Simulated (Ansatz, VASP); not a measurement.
CSO: VASP beside Ansatz

```
O C S
1.0
     7.35823    0.00000    0.00000
     0.00000    7.35823    0.00000
     0.00000    0.00000    7.35823
O C S
6 6 6
Direct
  0.46407 0.17571 0.02789
  0.09171 0.39302 0.81831
  0.37095 0.65443 0.50079
  0.03766 0.66938 0.12811
  0.75553 0.04063 0.41295
  0.41901 0.01531 0.63287
  0.47517 0.01797 0.04562
  0.04840 0.25120 0.87580
  0.46348 0.56783 0.59673
  0.91939 0.57114 0.16836
  0.84170 0.92840 0.48550
  0.33504 0.10336 0.53102
  0.48897 0.80750 0.07030
  0.98970 0.06246 0.95323
  0.58631 0.45123 0.72506
  0.76360 0.43700 0.22248
  0.95737 0.77822 0.58104
  0.22189 0.22157 0.39515
```

Alike in both runs: functional PBE; dispersion D3(BJ); k mesh 1 × 1 × 1; occupations fermi-dirac, width 0.02 eV; no spin polarisation.

Ansatz relaxed the structure, and its values are those at the end. VASP's run is a single point on that final structure, the one shown.

|  | VASP | Ansatz |
| --- | --- | --- |
| version | VASP 6.6.1 | Ansatz 0.2.0 |
| potentials or method | VASP PAW PBE potentials, release 64 (O_h, C_h, S), cutoff 1000 eV | scalar-relativistic, plane waves, PAW |
| valence electrons in the cell | 96 | 96 |

```tsv
	VASP	Ansatz	Ansatz less VASP
gap on the k mesh at the Fermi level (eV)	4.53	4.52	-0.013
rms of the force components (eV/Å)	0.152	0.046	-0.1059
```

One of these differences is far larger than is usual between the two programs; its cause wasn't traced.
